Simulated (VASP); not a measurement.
# PtBr2 (Fm-3m) in VASP: single point with PBE

Aim: the single point of PtBr2 with PBE.

Everything below comes from runs of VASP 6.6.1. Logs are shortened: lines on timing, memory, paths and dates and some standing lists are left out, and cuts for length are marked.

## (1) The cell of the first run

The structure is cubic, space group Fm-3m (No. 225). Conventional cell: a = 6.647 Å, b = 6.647 Å, c = 6.647 Å, α = 90.00°, β = 90.00°, γ = 90.00°. Pt (site symmetry m-3m) has 8 Br at 2.88 Å within 3.8 Å. Br (site symmetry -43m) has 4 Pt at 2.88 Å and 6 Br at 3.32 Å within 3.8 Å.

## (2) Single point, PBE, collinear spin

Input file INCAR:

```
ALGO = Normal
EDIFF = 1E-6
ENCUT = 520
GGA = PE
ISIF = 2
ISMEAR = 0
ISPIN = 2
LASPH = T
LCHARG = T
LELF = T
LMAXMIX = 4
LORBIT = 11
LREAL = F
LVHAR = T
LWAVE = F
MAGMOM = 1.01 0.36 0.36
NBANDS = 23
NELM = 150
PREC = Accurate
SIGMA = 0.1
```

Input file KPOINTS:

```
k-points
0
Gamma
  12 12 12
```

Input file POSCAR:

```
PtBr2
1.0
    0.0000000000      3.3236695193      3.3236695193
    3.3236695193      0.0000000000      3.3236695193
    3.3236695193      3.3236695193      0.0000000000
Pt Br
1 2
Direct
    0.0000000000      0.0000000000      0.0000000000
    0.2500000000      0.2500000000      0.2500000000
    0.7500000000      0.7500000000      0.7500000000
```

Potentials or basis: VASP PAW PBE potentials, release 64 (Pt, Br).

Started as:

```
$ cat potpaw_PBE.64/Pt/POTCAR potpaw_PBE.64/Br/POTCAR > POTCAR
$ mpirun -np 1 vasp_std > vasp.out
```

OUTCAR:

```text
EDIFF = 1E-6
   ENCUT = 520
   GGA = PE
   ISIF = 2
   ISMEAR = 0
   ISPIN = 2
   LASPH = T
   LORBIT = 11
   LREAL = F
   NELM = 150
   PREC = Accurate

 ion  position               nearest neighbor table
   1  0.000  0.000  0.000-   3 2.88   3 2.88   3 2.88   2 2.88   2 2.88   2 2.88   3 2.88   2 2.88

   2  0.250  0.250  0.250-   1 2.88   1 2.88   1 2.88   1 2.88
   3  0.750  0.750  0.750-   1 2.88   1 2.88   1 2.88   1 2.88

  LATTYP: Found a face centered cubic cell.
 ALAT       =     6.6473390386

  Lattice vectors:

 A1 = (   0.0000000000,   3.3236695193,   3.3236695193)
 A2 = (   3.3236695193,   0.0000000000,   3.3236695193)
 A3 = (   3.3236695193,   3.3236695193,   0.0000000000)

Analysis of symmetry for initial positions (statically):
=====================================================================
 Subroutine PRICEL returns:
 Original cell was already a primitive cell.

 Routine SETGRP: Setting up the symmetry group for a
 face centered cubic supercell.

 Subroutine GETGRP returns: Found 48 space group operations
 (whereof 48 operations were pure point group operations)
 out of a pool of 48 trial point group operations.

The static configuration has the point symmetry O_h .

Analysis of symmetry for dynamics (positions and initial velocities):
=====================================================================
 Subroutine PRICEL returns:
 Original cell was already a primitive cell.

 Routine SETGRP: Setting up the symmetry group for a
 face centered cubic supercell.

 Subroutine GETGRP returns: Found 48 space group operations
 (whereof 48 operations were pure point group operations)
 out of a pool of 48 trial point group operations.

The dynamic configuration has the point symmetry O_h .

Analysis of structural, dynamic, and magnetic symmetry:
=====================================================================
 Subroutine PRICEL returns:
 Original cell was already a primitive cell.

 Routine SETGRP: Setting up the symmetry group for a
 face centered cubic supercell.

 Subroutine GETGRP returns: Found 48 space group operations
 (whereof 48 operations were pure point group operations)
 out of a pool of 48 trial point group operations.

The overall configuration has the point symmetry O_h .

 Subroutine INISYM returns: Found 48 space group operations
 (whereof 48 operations are pure point group operations),
 and found     1 'primitive' translations

----------------------------------------------------------------------------------------

                                     Primitive cell

  volume of cell :      73.4317

  direct lattice vectors                    reciprocal lattice vectors
     0.000000000  3.323669519  3.323669519    -0.150436136  0.150436136  0.150436136
     3.323669519  0.000000000  3.323669519     0.150436136 -0.150436136  0.150436136
     3.323669519  3.323669519  0.000000000     0.150436136  0.150436136 -0.150436136

  length of vectors
     4.700378511  4.700378511  4.700378511     0.260563031  0.260563031  0.260563031

  position of ions in fractional coordinates (direct lattice)
     0.000000000  0.000000000  0.000000000
     0.250000000  0.250000000  0.250000000
     0.750000000  0.750000000  0.750000000

  ion indices of the primitive-cell ions
   primitive index   ion index
                 1           1
                 2           2
                 3           3

----------------------------------------------------------------------------------------

 KPOINTS: k-points

Automatic generation of k-mesh.
 Grid dimensions read from file:
 generate k-points for:   12   12   12

 Generating k-lattice:

  Cartesian coordinates                     Fractional coordinates (reciprocal lattice)
    -0.012536345  0.012536345  0.012536345     0.083333333  0.000000000  0.000000000
     0.012536345 -0.012536345  0.012536345     0.000000000  0.083333333  0.000000000
     0.012536345  0.012536345 -0.012536345     0.000000000  0.000000000  0.083333333

  Length of vectors
     0.021713586  0.021713586  0.021713586

  Shift w.r.t. Gamma in fractional coordinates (k-lattice)
     0.000000000  0.000000000  0.000000000

 Subroutine IBZKPT returns following result:
 ===========================================

 Found     72 irreducible k-points:

 Following reciprocal coordinates:
            Coordinates               Weight
  0.000000  0.000000  0.000000      1.000000
  0.083333  0.000000  0.000000      8.000000
  0.166667  0.000000  0.000000      8.000000
  0.250000  0.000000  0.000000      8.000000
  0.333333  0.000000  0.000000      8.000000
  0.416667  0.000000  0.000000      8.000000
[... 16 lines left out ...]
  0.500000  0.166667  0.000000     24.000000
 -0.416667  0.166667  0.000000     24.000000
 [... further k-points ...]
   k-points           NKPTS =     72   k-points in BZ     NKDIM =     72   number of bands    NBANDS=     23
   number of dos      NEDOS =    301   number of ions     NIONS =      3
   total plane-waves  NPLWV =  46656
   dimension x,y,z NGX =    36 NGY =   36 NGZ =   36
   dimension x,y,z NGXF=    72 NGYF=   72 NGZF=   72
   ions per type =               1   2
   NGX,Y,Z   is equivalent  to a cutoff of  12.73, 12.73, 12.73 a.u.
   NGXF,Y,Z  is equivalent  to a cutoff of  25.47, 25.47, 25.47 a.u.
 SYSTEM =  unknown system
   PREC   = accura    normal or accurate (medium, high low for compatibility)
   ISTART =      0    job   : 0-new  1-cont  2-samecut
   ICHARG =      2    charge: 1-file 2-atom 10-const
   ISPIN  =      2    spin polarized calculation?
   LNONCOLLINEAR =      F non collinear calculations
   LSORBIT =      F    spin-orbit coupling
   LASPH  =      T    aspherical Exc in radial PAW
   ENCUT  =  520.0 eV  38.22 Ry    6.18 a.u.   8.74  8.74  8.74*2*pi/ulx,y,z
   NELM   =    150;   NELMIN=  2; NELMDL= -5     # of ELM steps
   EDIFF  = 0.1E-05   stopping-criterion for ELM
   LREAL  =      F    real-space projection
   EDIFFG = 0.1E-04   stopping-criterion for IOM
   NSW    =      0    number of steps for IOM
   IBRION =     -1    ionic relax: 0-MD 1-quasi-New 2-CG
   NFREE  =      0    steps in history (QN), initial steepest desc. (CG)
   ISIF   =      2    stress and relaxation
   ISYM   =      2    0-nonsym 1-usesym 2-fastsym
   POTIM  = 0.5000    time-step for ionic-motion
   TEBEG  =    0.0;   TEEND  =   0.0 temperature during run
   PSTRESS=    0.0 pullay stress
   NELECT =      24.0000    total number of electrons
   NUPDOWN=      -1.0000    fix difference up-down
   EMIN   =  10.00;   EMAX   =-10.00  energy-range for DOS
   EFERMI =   0.00;   METHOD = LEGACY
   ISMEAR =     0;   SIGMA  =   0.10  broadening in eV -4-tet -1-fermi 0-gaus
   EFERMI_NEDOS =   21; number of points for ismear=-14 and -15
   IALGO  =     38    algorithm
   IMIX   =      4    mixing-type and parameters
     AMIX     =   0.40;   BMIX     =  1.00
     AMIX_MAG =   1.60;   BMIX_MAG =  1.00
  volume/ion in A,a.u.               =      24.48       165.18
  Fermi-wavevector in a.u.,A,eV,Ry     =   1.127675  2.130997 17.301871  1.271652
  Thomas-Fermi vector in A             =   2.264362
   LORBIT       =     11    0 simple, 1 ext, 2 COOP (PROOUT), +10 PAW based schemes
   GGA     = PE    functional components
   LHFCALC =     F    Hartree Fock is set to
   AEXX    =    0.0000 exact exchange contribution
   IVDW    =     0    specifies the selected vdW correction
   LEPSILON=     F    determine dielectric tensor
   LRPA    =     F    only Hartree local field effects (RPA)
 spin polarized calculation
 Gauss-broadening in eV      SIGMA  =   0.10
  energy-cutoff  :      520.00
  volume of cell :       73.43
 maximum number of plane-waves:      2006
   NGX = 17   NGY = 17   NGZ = 17

 number of electron      23.9999997 magnetization       1.7763821

 Free energy of the ion-electron system (eV)
  ---------------------------------------------------
  ext. energy  EPLUGINS =         0.00000000
  ---------------------------------------------------
  free energy    TOTEN  =        -7.88083818 eV

  energy without entropy =       -7.86793159  energy(sigma->0) =       -7.87438489

 E-fermi :   3.8702     XC(G=0):  -9.7133

 val. band max:        3.8514701023   @ k =  -0.2500   0.3333   0.0833
 cond. band min:       3.8710194751   @ k =  -0.4167   0.4167   0.0833
 fundamental gap:      0.0195493728
 Fermi energy:         3.8701567775

 spin component 1

 k-point     1 :       0.0000    0.0000    0.0000
  band No.  band energies     occupation
      1     -12.4299      1.00000
      2     -10.6478      1.00000
      3      -1.5513      1.00000
      4      -1.5513      1.00000
      5      -1.5513      1.00000
      6       1.5426      1.00000
[... 15 lines left out ...]
     22      19.9119      0.00000
     23      19.9119      0.00000
[... 575 lines left out ...]
      1     -11.5947      1.00000
      2     -11.4640      1.00000
      3      -1.6162      1.00000
      4      -1.1406      1.00000
      5      -0.7805      1.00000
      6       0.0831      1.00000
[... 15 lines left out ...]
     22      15.7344      0.00000
     23      17.0572      0.00000

 [... further k-points ...]

 spin component 2

 k-point     1 :       0.0000    0.0000    0.0000
  band No.  band energies     occupation
      1     -12.0966      1.00000
      2     -10.2748      1.00000
      3      -1.1411      1.00000
      4      -1.1411      1.00000
      5      -1.1411      1.00000
      6       1.9219      1.00000
[... 15 lines left out ...]
     22      20.1472      0.00000
     23      20.1472      0.00000
[... 575 lines left out ...]
      1     -11.2419      1.00000
      2     -11.1084      1.00000
      3      -1.3503      1.00000
      4      -0.7967      1.00000
      5      -0.3852      1.00000
      6       0.4497      1.00000
[... 15 lines left out ...]
     22      15.9597      0.00000
     23      17.2840      0.00000

 [... further k-points ...]

------------------------ aborting loop because EDIFF is reached ----------------------------------------

  FORCE on cell =-STRESS in cart. coord.  units (eV):
  Direction    XX          YY          ZZ          XY          YZ          ZX
  --------------------------------------------------------------------------------------
  -------------------------------------------------------------------------------------
  Total       -0.0270297     -0.0270297     -0.0270297      0.0000000      0.0000000      0.0000000
  in kB       -0.5897498     -0.5897498     -0.5897498      0.0000000      0.0000000      0.0000000
  external PRESSURE =      -0.5897498 kB  Pullay stress =       0.0000000 kB

 VOLUME and BASIS-vectors are now :
 -----------------------------------------------------------------------------
  energy-cutoff  :      520.00
  volume of cell :       73.43
      direct lattice vectors                 reciprocal lattice vectors
     0.000000000  3.323669519  3.323669519    -0.150436136  0.150436136  0.150436136
     3.323669519  0.000000000  3.323669519     0.150436136 -0.150436136  0.150436136
     3.323669519  3.323669519  0.000000000     0.150436136  0.150436136 -0.150436136

 POSITION                                       TOTAL-FORCE (eV/Angst)
 -----------------------------------------------------------------------------------
      0.00000      0.00000      0.00000         0.000000      0.000000      0.000000
      1.66183      1.66183      1.66183        -0.000000     -0.000000     -0.000000
      4.98550      4.98550      4.98550         0.000000      0.000000      0.000000
 -----------------------------------------------------------------------------------
    total drift:                                0.000000      0.000000      0.000000

  FREE ENERGIE OF THE ION-ELECTRON SYSTEM (eV)
  ---------------------------------------------------
  free  energy   TOTEN  =        -7.8808381848 eV

  energy  without entropy=       -7.8679315928  energy(sigma->0) =       -7.87438489

 total charge

# of ion       s       p       d       tot
------------------------------------------
    1        0.398   0.265   8.089   8.752
    2        1.642   3.089   0.036   4.767
    3        1.642   3.089   0.036   4.767
--------------------------------------------------
tot          3.682   6.443   8.161  18.286

 magnetization (x)

# of ion       s       p       d       tot
------------------------------------------
    1       -0.003  -0.005   0.984   0.976
    2        0.013   0.312   0.002   0.328
    3        0.013   0.312   0.002   0.328
--------------------------------------------------
tot          0.024   0.620   0.989   1.632
```

It took 7.5 min on 1 thread of AMD EPYC 7R13, shared host; peak memory 0.34 GiB.

What came out:

| Property | Result |
| --- | --- |
| Free energy | -7.8808 eV |
| Pressure | -0.1 GPa |
| Net moment | 1.78 μB per cell |
| Site moments | Pt +0.98; Br +0.33 μB |
| Valence electrons inside the program's atomic spheres | Pt 8.75; Br 4.77 |

Caveat: spin-orbit coupling is left out, which moves the levels of the heavy elements.
